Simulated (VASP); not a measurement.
Set up this calculation in VASP 6.6.1, as the native input.

```yaml
Task: single point
Functional: PBE
Potentials_or_basis: VASP PAW PBE potentials, release 64 (Ba_sv, S)
Cutoff: 520 eV
k_mesh: 6 × 6 × 6
Occupations: gaussian, width 0.1 eV
Spin: no spin polarisation
Dipole_correction: no
Further_INCAR_settings: ALGO = Normal; EDIFF = 1e-06; NBANDS = 15
```

The structure of BaS lies in POSCAR:

```
BaS
1.0
    0.0000000000      3.2868155677      3.2868155677
    3.2868155677      0.0000000000      3.2868155677
    3.2868155677      3.2868155677      0.0000000000
Ba S
1 1
Direct
    0.0000000000      0.0000000000      0.0000000000
    0.7500000000      0.7500000000      0.7500000000
```

These files were run (other wordings do the same):

INCAR

```
SYSTEM = BaS
ALGO = Normal ; EDIFF = 1E-6
ENCUT = 520 ; GGA = PE
ISIF = 2 ; ISMEAR = 0
LASPH = .TRUE. ; LCHARG = .FALSE.
LREAL = .FALSE. ; LWAVE = .FALSE.
NBANDS = 15 ; NELM = 100
PREC = Accurate ; SIGMA = 0.1
```

KPOINTS

```
k-points
0
G
  6 6 6
  0 0 0
```

Potentials or basis: VASP PAW PBE potentials, release 64 (Ba_sv, S).

The run is started by

```sh
$ cat potpaw_PBE.64/Ba_sv/POTCAR potpaw_PBE.64/S/POTCAR > POTCAR
$ mpirun -np 1 vasp_std > vasp.out
```

It gave:

The pressure is 9.3 GPa. The band gap on the k mesh is 3.02 eV, indirect (least direct gap 3.39 eV).

Caveat: spin-orbit coupling is left out, which moves the levels of the heavy elements.

Wall time 20 s on 1 thread of AMD EPYC 7R13 Processor (Zen 3), on a shared host, peak memory 0.18 GiB.
